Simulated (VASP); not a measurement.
Runs of VASP 6.6.1 on MnH4. The structure is that of space group Im-3m (No. 229), or close to it. The cells are those of the table. The cell was generated, and may not be a known phase.

| task | cell | k mesh | cutoff (eV) | gap on the mesh (eV) | pressure (GPa) | moment (μB) | relaxed volume (Å³/atom) |
| --- | --- | --- | --- | --- | --- | --- | --- |
| relaxation of cell and atoms | relaxed from a = 3.794 Å, angles 109.5°, 5 atoms | 6 × 6 × 6 | 600 | none | -0.4 | 2.89 | 6.46 |
| single point | a = 3.794 Å, angles 109.5°, 5 atoms | 6 × 6 × 6 | 520 | none | (a) | 3.15 | - |
| single point | a = 3.471 Å, angles 109.5°, 5 atoms | 6 × 6 × 6 | 520 | none | -0.4 | 2.89 | - |
| single point | a = 3.478 Å, angles 109.5°, 5 atoms | 14 × 14 × 14 | 520 | none | (b) | 2.95 | - |
| relaxation of cell and atoms | relaxed from a = 3.471 Å, angles 109.5°, 5 atoms | 14 × 14 × 14 | 600 | none | 0.2 | 2.95 | 6.45 |

Alike in all rows: level PBE; potentials or basis VASP PAW PBE potentials, release 64 (Mn_pv, H); spin collinear, ferromagnetic start; smearing gaussian 0.1 eV.

Problem. Fill in the values left out.

Solution. (a) -14.0; (b) -0.1.

Caveats: some runs use coarse meshes; the volume moved by over 15 % at a fixed basis, so the end points are rough (at least some runs); the cell stands under tension (at least some runs).

A gap of «none» marks levels without a gap at the run's occupations.
